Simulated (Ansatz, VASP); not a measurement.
# Al3InAs4 in VASP and in Ansatz

```xyz
8
Lattice="-2.9187 2.9187 5.8285 2.9187 -2.9187 5.8285 2.9187 2.9187 -5.8285" Properties=species:S:1:pos:R:3 pbc="T T T"
Al    0.0000    2.9187    2.9142
Al    0.0000    0.0000    5.8285
Al    2.9187    0.0000    2.9142
In    0.0000    0.0000    0.0000
As   -1.3807    1.3807    7.3500
As    1.3807    1.3807    4.3069
As    1.3807   -1.3807    7.3500
As    1.5380    1.5380   -1.5216
```

Alike in both runs: functional PBE; k mesh 8 × 8 × 8; occupations gaussian, width 0.02 eV; no spin polarisation.

Ansatz relaxed the structure, and its values are those at the end. VASP's run is a single point on that final structure, the one shown.

|  | VASP | Ansatz |
| --- | --- | --- |
| version | VASP 6.6.1 | Ansatz 0.2.0 |
| potentials or method | VASP PAW PBE potentials, release 64 (Al, In_d, As), cutoff 520 eV | scalar-relativistic, plane waves, PAW |
| valence electrons in the cell | 42 | 82 |

Ansatz gave:

- gap on the k mesh at the Fermi level (eV): 1.15
- least direct gap on the mesh (eV): 1.15
- pressure (GPa): 0.0

**Question.** Which values does VASP return?

**Answer.** gap on the k mesh at the Fermi level (eV): 1.15; least direct gap on the mesh (eV): 1.15; pressure (GPa): 0.1.

With one functional, cell and mesh, what is left measures potentials, basis and numerics. VASP's potentials hold 42 valence electrons a cell and Ansatz's 82, so a difference there can come from the potentials and not from the codes.
